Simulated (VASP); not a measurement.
Wanted: the native input for a VASP 6.6.1 run.

* Task: electric field gradients
* Functional: PBE
* Potentials or basis: VASP PAW PBE potentials, release 64 (Cd, Se)
* Cutoff: 520 eV
* k mesh: 12 × 12 × 12
* Occupations: fermi-dirac, width 0.03 eV
* Spin: no spin polarisation
* Dipole correction: no
* Further INCAR settings: ALGO = Normal; EDIFF = 1e-08; NBANDS = 16

The structure of CdSe (rocksalt type) lies in POSCAR:

```
CdSe
1.0
    0.0000000000      2.8109984330      2.8109984330
    2.8109984330      0.0000000000      2.8109984330
    2.8109984330      2.8109984330      0.0000000000
Cd Se
1 1
Direct
    0.0000000000      0.0000000000      0.0000000000
    0.5000000000      0.5000000000      0.5000000000
```

This cell differs from its parent crystal: volume scaled by 0.9405.

One way to write it, as run:

INCAR

```
SYSTEM = CdSe
PREC     = Accurate       ! precision mode
ENCUT    = 520            ! plane-wave cutoff, eV
EDIFF    = 1E-8           ! SCF threshold, eV
ISMEAR   = -1             ! smearing method
SIGMA    = 0.03           ! smearing width, eV
LREAL    = .FALSE.        ! projectors in reciprocal space
LASPH    = .TRUE.         ! aspherical terms in the spheres
NELM     = 60             ! most SCF steps
ALGO     = Normal         ! electronic algorithm
ISIF     = 2              ! what is computed and relaxed
LWAVE    = .FALSE.        ! write WAVECAR
LCHARG   = .FALSE.        ! write CHGCAR
GGA      = PE             ! functional
LEFG     = .TRUE.       
NBANDS   = 16             ! bands
```

KPOINTS

```
regular mesh
0
G
  12 12 12
  0 0 0
```

Potentials or basis: VASP PAW PBE potentials, release 64 (Cd, Se).

Run with:

```sh
$ cat potpaw_PBE.64/Cd/POTCAR potpaw_PBE.64/Se/POTCAR > POTCAR
$ mpirun -np 1 vasp_std > vasp.out
```

Results of the run:

- Pressure: 4.7 GPa
- Band gap on the k mesh: zero (band 9 reaches 2.86 eV, above the bottom of band 10 at 2.41 eV)

Caveat: without QUAD_EFG the Cq values of the log hold for a quadrupole moment of 1 mb, not for the nuclei.

Wall time 69 s on 1 thread of Intel(R) Xeon(R) Platinum 8259CL CPU @ 2.50GHz (Skylake/Cascade Lake), with other jobs on the host, peak memory 0.2 GiB.
